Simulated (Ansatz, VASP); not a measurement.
# RbVF3: VASP beside Ansatz

```xyz
5
Lattice="4.1820 0.0000 0.0000 0.0000 4.1820 0.0000 0.0000 0.0000 4.1820" Properties=species:S:1:pos:R:3 pbc="T T T"
Rb    0.0000    0.0000    0.0000
V     2.0910    2.0910    2.0910
F     2.0910    2.0910    0.0000
F     0.0000    2.0910    2.0910
F     2.0910    0.0000    2.0910
```

Alike in both runs: task single point; functional LDA; k mesh 5 × 5 × 5; occupations gaussian, width 0.05 eV; collinear spin; Hubbard terms V d U = 4.0 eV.

```csv
,VASP,Ansatz
version,VASP 6.6.1,Ansatz 0.2.0
potentials or method,"VASP PAW LDA potentials, release 64 (Rb_sv, V_sv, F), cutoff 520 eV","scalar-relativistic, plane waves, PAW"
valence electrons in the cell,43,43
```

|  | VASP | Ansatz | Ansatz less VASP |
| --- | --- | --- | --- |
| gap on the k mesh at the Fermi level (eV) | 2.28 | 2.79 | +0.510 |
| least direct gap on the mesh (eV) | 3.38 | 3.77 | +0.388 |
| pressure (GPa) | -3.2 | -3.8 | -0.59 |
| net moment per atom (μB) | 0.60 | 0.60 | 0.000 |
| size of the moment on the site where the two differ most (μB) | 2.72 | 2.25 | -0.466 |

LDA's correlation is that of Perdew and Zunger in VASP and of Perdew and Wang (1992) in Ansatz. Site moments also hang on the region over which each program counts them. The programs project onto different local orbitals, so the same U acts differently, and such runs can settle in different states.
